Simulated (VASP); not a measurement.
Crystal: InP.

```xyz
2
Lattice="0.0000 3.0251 3.0251 3.0251 0.0000 3.0251 3.0251 3.0251 0.0000" Properties=species:S:1:pos:R:3 pbc="T T T"
In    0.0000    0.0000    0.0000
P     4.5376    4.5376    4.5376
```

* Program: VASP 6.6.1
* Task: relaxation of cell and atoms
* Functional: rSCAN
* Potentials or basis: VASP PAW PBE potentials, release 64 (In_d, P)
* Cutoff: 380 eV
* k mesh: 5 × 5 × 5
* Occupations: gaussian, width 0.03 eV
* Spin: no spin polarisation

At the start: pressure -4.4 GPa; volume 27.68 Å³/atom.

Task: Where does the relaxation end?

Result: Over 14 steps the energy falls by 28.9 meV/atom and the volume is 25.67 Å³/atom (-7.3 %); space group F-43m (No. 216, to 0.1 Å) before and after.

The path:
```tsv
step	energy change (eV)	largest force (eV/Å)	pressure (GPa)	volume (Å³)
1	0.0000	0.0000	-4.37	55.37
2	-0.0453	0.0000	2.73	49.53
3	-0.0600	0.0000	0.03	51.32
4	-0.0599	0.0000	-0.13	51.40
5	-0.0599	0.0000	-0.10	51.39
6	-0.0599	0.0000	-0.08	51.38
7	-0.0599	0.0000	-0.09	51.38
8	-0.0599	0.0000	-0.09	51.38
9	-0.0599	0.0000	-0.08	51.38
10	-0.0599	0.0000	-0.08	51.37
11	-0.0600	0.0000	-0.07	51.37
12	-0.0600	0.0000	-0.05	51.36
13	-0.0600	0.0000	-0.02	51.33
14	-0.0578	0.0000	-0.02	51.33
```

Final structure:
```
In P
1.0
     0.00000    2.94973    2.94973
     2.94973    0.00000    2.94973
     2.94973    2.94973    0.00000
In P
1 1
Direct
  0.00000 0.00000 0.00000
  0.75000 0.75000 0.75000
```

Caveat: the PAW data sets were made with another functional, which shifts forces and pressure a little.
